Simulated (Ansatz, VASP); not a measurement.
# Two plane-wave programs on SiC3

Contents of INCAR:

```
PREC = Accurate
ENCUT = 520
EDIFF = 1E-6
ISMEAR = -1
SIGMA = 0.02
LREAL = F
LASPH = T
NELM = 60
ALGO = Normal
ISIF = 2
LWAVE = F
LCHARG = F
GGA = PE
NBANDS = 16
```

Contents of KPOINTS:

```
Automatic mesh
0
Gamma
  10 10 10
```

POSCAR

```
SiC3
1.0
    1.4154339593      0.8172011774      4.4276966196
   -1.4154339593      0.8172011774      4.4276966196
    0.0000000000     -1.6344023549      4.4276966196
C Si
3 1
Direct
    1.0083656995      0.0083656995      0.0083656995
    0.4903070679      0.4903070679      0.4903070679
    0.3781286560      0.3781286560      0.3781286560
    0.8731985767      0.8731985767      0.8731985767
```

Input for Ansatz:

```yaml
crystal:
  lattice:
    - [1.4154339593, 0.8172011774, 4.4276966196]
    - [-1.4154339593, 0.8172011774, 4.4276966196]
    - [0.0, -1.6344023549, 4.4276966196]
  atoms:
    - { symbol: C, position: [1.0083656995, 0.0083656995, 0.0083656995] }
    - { symbol: C, position: [0.4903070679, 0.4903070679, 0.4903070679] }
    - { symbol: C, position: [0.378128656, 0.378128656, 0.378128656] }
    - { symbol: Si, position: [0.8731985767, 0.8731985767, 0.8731985767] }
kpoints:
  mp_grid: { grid: [10, 10, 10] }
  band_path:
    path:
      - [0.0, 0.0, 0.0]
      - [-0.5, -0.5, -0.5]
      - [-0.5, -0.1870802521, -0.8129197479]
      - [-0.1870802521, 0.1870802521, -0.5]
      - [0.0, 0.0, -0.5]
      - [0.0, 0.343540126, -0.343540126]
      - [-0.343540126, 0.0, -0.656459874]
      - [-0.5, 0.0, -0.5]
      - [0.1, -0.5, -0.5]
      - [0.065104, -0.471354, -0.471354]
    npoints: 1
hamiltonian:
  xc: pbe
scf:
  occupations: { method: fermi_dirac, width: 0.02 }
  n_extra_bands: 5
output:
  forces: true
  stress: true
  eigenvalues: true
  write_density: true
  write_potential: true
  elf: true
  volumetric_format: npy
```

Change from the starting cell: uniaxial_z strain -5.2%.

Alike in both runs: task single point; functional PBE; k mesh 10 × 10 × 10; occupations fermi-dirac, width 0.02 eV; no spin polarisation.

|  | VASP | Ansatz |
| --- | --- | --- |
| version | VASP 6.6.1 | Ansatz 0.2.0 |
| potentials or method | VASP PAW PBE potentials, release 64 (C, Si) | plane waves, PAW |
| plane-wave cutoff (eV) | 520 | 420 |
| valence electrons in the cell | 16 | 16 |

```tsv
	VASP	Ansatz	Ansatz less VASP
gap on the k mesh at the Fermi level (eV)	1.86	1.86	+0.004
pressure (GPa)	22.7	22.7	-0.05
traceless stress, the component that is largest in VASP (GPa)	28.19	28.10	-0.094
rms of the force components (eV/Å)	0.132	0.139	+0.0070
```

Atom by atom the forces differ by 0.019 eV/Å (rms over components). With one functional, cell and mesh, what is left measures potentials, basis and numerics.
